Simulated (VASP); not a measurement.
# Ir (P6_3/mmc) in VASP: notebook, part 2 of 2

VASP 6.6.1. The steps go on from the part before.

## 3. Single point, r2SCAN

This run uses another cell than the first one: it holds 4 atoms, not 2.

POSCAR reads:

```
Ir
1.0
    2.7292665802      0.0000000000      0.0000000000
   -1.3646332901      2.3636141922      0.0000000000
    0.0000000000      0.0000000000      8.8434814990
Ir
4
Direct
    0.6666666667      0.3333333333      0.3750000000
    0.6666666667      0.3333333333      0.8750000000
    0.3333333333      0.6666666667      0.1250000000
    0.3333333333      0.6666666667      0.6250000000
```

INCAR.step1 reads:

```
SYSTEM = Ir
  ALGO = Normal
  EDIFF = 1E-4
  ENCUT = 520
  GGA = PE
  ISMEAR = 0
  LASPH = .True.
  LCHARG = .False.
  LREAL = .False.
  LWAVE = .True.
  NBANDS = 26
  NELM = 80
  PREC = Accurate
  SIGMA = 0.15
```

INCAR.step2 reads:

```
SYSTEM = Ir
  ALGO = Normal
  EDIFF = 1E-6
  ENCUT = 520
  ISIF = 2
  ISMEAR = 0
  ISTART = 1
  LASPH = .True.
  LCHARG = .False.
  LMIXTAU = .True.
  LREAL = .False.
  LWAVE = .False.
  METAGGA = R2SCAN
  NBANDS = 26
  NELM = 80
  PREC = Accurate
  SIGMA = 0.15
```

KPOINTS reads:

```
k-points
0
Gamma
  12 12 4
  0 0 0
```

Potentials or basis: VASP PAW PBE potentials, release 64 (Ir).

Run with:

```bash
> cat potpaw_PBE.64/Ir/POTCAR > POTCAR
> cp INCAR.step1 INCAR
> mpirun -np 1 vasp_std > vasp.out
> cp INCAR.step2 INCAR
> mpirun -np 1 vasp_std > vasp.out
```

OUTCAR:

```text
SYSTEM = Ir
   EDIFF = 1E-6
   ENCUT = 520
   ISIF = 2
   ISMEAR = 0
   ISTART = 1
   LASPH = .True.
   LREAL = .False.
   METAGGA = R2SCAN
   NELM = 80
   PREC = Accurate

 ion  position               nearest neighbor table
   1  0.667  0.333  0.375-   3 2.71   4 2.71   3 2.71   4 2.71   3 2.71   4 2.71
   2  0.667  0.333  0.875-   3 2.71   4 2.71   3 2.71   4 2.71   3 2.71   4 2.71
   3  0.333  0.667  0.125-   1 2.71   2 2.71   1 2.71   2 2.71   1 2.71   2 2.71
   4  0.333  0.667  0.625-   1 2.71   2 2.71   1 2.71   2 2.71   1 2.71   2 2.71

  LATTYP: Found a hexagonal cell.
 ALAT       =     2.7292665802
 C/A-ratio  =     3.2402410095

  Lattice vectors:

 A1 = (   2.7292665802,   0.0000000000,   0.0000000000)
 A2 = (  -1.3646332901,   2.3636141922,   0.0000000000)
 A3 = (   0.0000000000,   0.0000000000,   8.8434814990)

Analysis of symmetry for initial positions (statically):
=====================================================================
 Subroutine PRICEL returns following result:

  LATTYP: Found a hexagonal cell.
 ALAT       =     2.7292665802
 C/A-ratio  =     1.6201205047

  Lattice vectors:

 A1 = (   2.7292665802,   0.0000000000,   0.0000000000)
 A2 = (  -1.3646332901,   2.3636141922,   0.0000000000)
 A3 = (   0.0000000000,   0.0000000000,   4.4217407495)

   2 primitive cells build up your supercell.

 Routine SETGRP: Setting up the symmetry group for a
 hexagonal supercell.

 Subroutine GETGRP returns: Found 24 space group operations
 (whereof 12 operations were pure point group operations)
 out of a pool of 24 trial point group operations.

The static configuration has the point symmetry D_3d.
 The point group associated with its full space group is D_6h.

Analysis of symmetry for dynamics (positions and initial velocities):
=====================================================================
 Subroutine PRICEL returns following result:

[... 132 lines left out ...]
   NUPDOWN=      -1.0000    fix difference up-down
   EMIN   =  10.00;   EMAX   =-10.00  energy-range for DOS
   EFERMI =   0.00;   METHOD = LEGACY
   ISMEAR =     0;   SIGMA  =   0.15  broadening in eV -4-tet -1-fermi 0-gaus
   EFERMI_NEDOS =   21; number of points for ismear=-14 and -15
   IALGO  =     38    algorithm
   IMIX   =      4    mixing-type and parameters
     AMIX     =   0.40;   BMIX     =  1.00
     AMIX_MAG =   1.60;   BMIX_MAG =  1.00
  volume/ion in A,a.u.               =      14.26        96.25
  Fermi-wavevector in a.u.,A,eV,Ry     =   1.404194  2.653542 26.827427  1.971760
  Thomas-Fermi vector in A             =   2.526780
   LORBIT       =      0    0 simple, 1 ext, 2 COOP (PROOUT), +10 PAW based schemes
   METAGGA = R2SCAN    functional components
   LHFCALC =     F    Hartree Fock is set to
   AEXX    =    0.0000 exact exchange contribution
   IVDW    =     0    specifies the selected vdW correction
   LEPSILON=     F    determine dielectric tensor
   LRPA    =     F    only Hartree local field effects (RPA)
 non-spin polarized calculation
 Gauss-broadening in eV      SIGMA  =   0.15
  energy-cutoff  :      520.00
  volume of cell :       57.05
 maximum number of plane-waves:      1557
   NGX = 11   NGY = 11   NGZ = 33

 number of electron      35.9999999 magnetization

 Free energy of the ion-electron system (eV)
  ---------------------------------------------------
  ext. energy  EPLUGINS =         0.00000000
  ---------------------------------------------------
  free energy    TOTEN  =      -209.15751138 eV

  energy without entropy =     -209.10824089  energy(sigma->0) =     -209.13287614

 E-fermi :  10.1805     XC(G=0): -15.2792

 val. band max:       10.1771034624   @ k =   0.3333   0.2500   0.2500
 cond. band min:      10.1824656016   @ k =   0.2500   0.1667   0.0000
 fundamental gap:      0.0053621392
 Fermi energy:        10.1804858598

 k-point     1 :       0.0000    0.0000    0.0000
  band No.  band energies     occupation
      1      -1.4077      2.00000
      2       0.9164      2.00000
      3       0.9164      2.00000
      4       1.7277      2.00000
      5       5.6316      2.00000
      6       5.6316      2.00000
[... 685 lines left out ...]
     25      19.1440      0.00000
     26      20.9015      0.00000

 [... further k-points ...]
[... 5 lines left out ...]
  --------------------------------------------------------------------------------------
  -------------------------------------------------------------------------------------
  Total        0.7214776      0.7214776      1.2378948      0.0000000      0.0000000      0.0000000
  in kB       20.2622462     20.2622462     34.7655007      0.0000000      0.0000000      0.0000000
  external PRESSURE =      25.0966643 kB  Pullay stress =       0.0000000 kB

 VOLUME and BASIS-vectors are now :
 -----------------------------------------------------------------------------
  energy-cutoff  :      520.00
  volume of cell :       57.05
      direct lattice vectors                 reciprocal lattice vectors
     2.729266580  0.000000000  0.000000000     0.366398800  0.211540446  0.000000000
    -1.364633290  2.363614192  0.000000000     0.000000000  0.423080892  0.000000000
     0.000000000  0.000000000  8.843481499     0.000000000  0.000000000  0.113077638

 POSITION                                       TOTAL-FORCE (eV/Angst)
 -----------------------------------------------------------------------------------
      1.36463      0.78787      3.31631        -0.000000      0.000000      0.000000
      1.36463      0.78787      7.73805        -0.000000      0.000000      0.000000
     -0.00000      1.57574      1.10544         0.000000     -0.000000     -0.000000
     -0.00000      1.57574      5.52718         0.000000     -0.000000     -0.000000
 -----------------------------------------------------------------------------------
    total drift:                                0.000000     -0.000000     -0.000000

  FREE ENERGIE OF THE ION-ELECTRON SYSTEM (eV)
  ---------------------------------------------------
  free  energy   TOTEN  =      -209.1575113820 eV

  energy  without entropy=     -209.1082408941  energy(sigma->0) =     -209.13287614
```

OUTCAR.step1:

```text
SYSTEM = Ir
   EDIFF = 1E-4
   ENCUT = 520
   GGA = PE
   ISMEAR = 0
   LASPH = .True.
   LREAL = .False.
   NELM = 80
[... 943 lines left out ...]
      1.36463      0.78787      7.73805        -0.000000     -0.000000      0.000000
     -0.00000      1.57574      1.10544         0.000000      0.000000      0.000000
     -0.00000      1.57574      5.52718         0.000000      0.000000      0.000000
 -----------------------------------------------------------------------------------
    total drift:                                0.000000     -0.000000     -0.000000

  FREE ENERGIE OF THE ION-ELECTRON SYSTEM (eV)
  ---------------------------------------------------
  free  energy   TOTEN  =       -35.1198129676 eV

  energy  without entropy=      -35.0686968002  energy(sigma->0) =      -35.09425488
```

OSZICAR.step1:

```text
N       E                     dE             d eps       ncg     rms          rms(c)
DAV:   1     0.368715704727E+03    0.36872E+03   -0.16361E+04  2964   0.140E+03
DAV:   2    -0.190295451429E+02   -0.38775E+03   -0.36425E+03  2988   0.419E+02
DAV:   3    -0.368279299081E+02   -0.17798E+02   -0.16671E+02  3468   0.988E+01
DAV:   4    -0.372863530431E+02   -0.45842E+00   -0.45198E+00  3346   0.147E+01
DAV:   5    -0.372963986349E+02   -0.10046E-01   -0.10041E-01  3354   0.201E+00    0.306E+01
DAV:   6    -0.354893755494E+02    0.18070E+01   -0.28255E+00  3218   0.168E+01    0.128E+01
DAV:   7    -0.351434562987E+02    0.34592E+00   -0.10029E+00  3488   0.951E+00    0.284E+00
DAV:   8    -0.351230884843E+02    0.20368E-01   -0.18682E-02  3124   0.118E+00    0.695E-01
DAV:   9    -0.351197878652E+02    0.33006E-02   -0.82837E-03  3276   0.957E-01    0.291E-02
DAV:  10    -0.351198129676E+02   -0.25102E-04   -0.53884E-05  1690   0.689E-02
   1 F= -.35119813E+02 E0= -.35094255E+02  d E =-.511162E-01
```

It took 7.3 min on 1 thread of Intel Xeon 8259CL, shared host; peak memory 0.21 GiB.

What came out:

| Item | Value |
| --- | --- |
| Free energy | -209.1575 eV |
| Pressure | 2.5 GPa |
| Band gap on the k mesh | zero (band 18 reaches 11.15 eV, above the bottom of band 19 at 8.42 eV) |

Stress tensor (GPa, compression positive):
```
2.03 0.00 0.00
0.00 2.03 0.00
0.00 0.00 3.48
```

Levels at points of the mesh, in eV from the Fermi level:
| k point | band 14 | band 15 | band 16 | band 17 | band 18 | band 19 | band 20 | band 21 | band 22 | band 23 |
| --- | --- | --- | --- | --- | --- | --- | --- | --- | --- | --- |
| (0.00, 0.00, 0.00) | -3.29 | -3.29 | -2.48 | -2.48 | -0.77 | -0.51 | -0.51 | -0.51 | -0.51 | 0.27 |
| (0.50, 0.00, 0.00) | -0.98 | -0.98 | 0.71 | 0.97 | 0.97 | 0.98 | 1.14 | 2.10 | 2.10 | 3.06 |
| (0.00, 0.00, 0.50) | -3.62 | -2.80 | -2.80 | -1.73 | -1.73 | -1.73 | -1.73 | 0.19 | 0.19 | 0.19 |
| (0.50, 0.00, 0.50) | -0.75 | -0.23 | -0.23 | 0.85 | 0.85 | 1.09 | 1.09 | 1.87 | 1.87 | 3.98 |

Caveat: the PAW data sets were made with another functional, which shifts forces and pressure a little; spin-orbit coupling is left out, which moves the levels of the heavy elements.
